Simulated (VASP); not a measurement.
Runs of VASP 6.6.1 on B4As3N. The structure is that of space group I-42m (No. 121), or close to it. The cells are those of the table. 

```csv
task,level,cell,k mesh,cutoff (eV),smearing,grid for exact exchange (PRECFOCK),screening parameter,gap on the mesh (eV),pressure (GPa),largest force (eV/Å)
relaxation of cell and atoms,PBE,"relaxed from a = 5.312 Å, angles 131.8, 131.8, 70.5°, 8 atoms",8 × 8 × 8,600,fermi-dirac 0.02 eV,-,-,(a),0.0,-
single point,r2SCAN,"a = 5.479 Å, angles 131.3, 131.3, 71.4°, 8 atoms",8 × 8 × 8,520,gaussian 0.01 eV,-,-,1.52,0.4,0.01
single point,PBE,"a = 5.501 Å, angles 131.2, 131.2, 71.4°, 8 atoms",8 × 8 × 8,520,fermi-dirac 0.02 eV,-,-,1.21,0.6,0.05
single point,PBE,"a = 5.479 Å, angles 131.3, 131.3, 71.4°, 8 atoms",8 × 8 × 8,520,fermi-dirac 0.02 eV,-,-,1.23,2.8,(c)
single point,HSE06,"a = 5.479 Å, angles 131.3, 131.3, 71.4°, 8 atoms",4 × 4 × 4,520,gaussian 0.01 eV,Fast,0.2079 1/Å,2.03,-2.0,(b)
single point,r2SCAN,"a = 5.479 Å, angles 131.3, 131.3, 71.4°, 8 atoms",8 × 8 × 8,520,fermi-dirac 0.02 eV,-,-,1.52,0.4,0.01
```

Alike in all rows: potentials or basis VASP PAW PBE potentials, release 64 (N, B, As); no spin polarisation.

**Question.** Fill in the values left out.

**Answer.** (a) 1.20; (b) 0.15; (c) 0.22.

Caveats: some runs use coarse meshes; the PAW data sets were made with another functional, which shifts forces and pressure a little (some runs).

A k mesh can miss the band edges, and the runs leave out spin-orbit coupling on As.
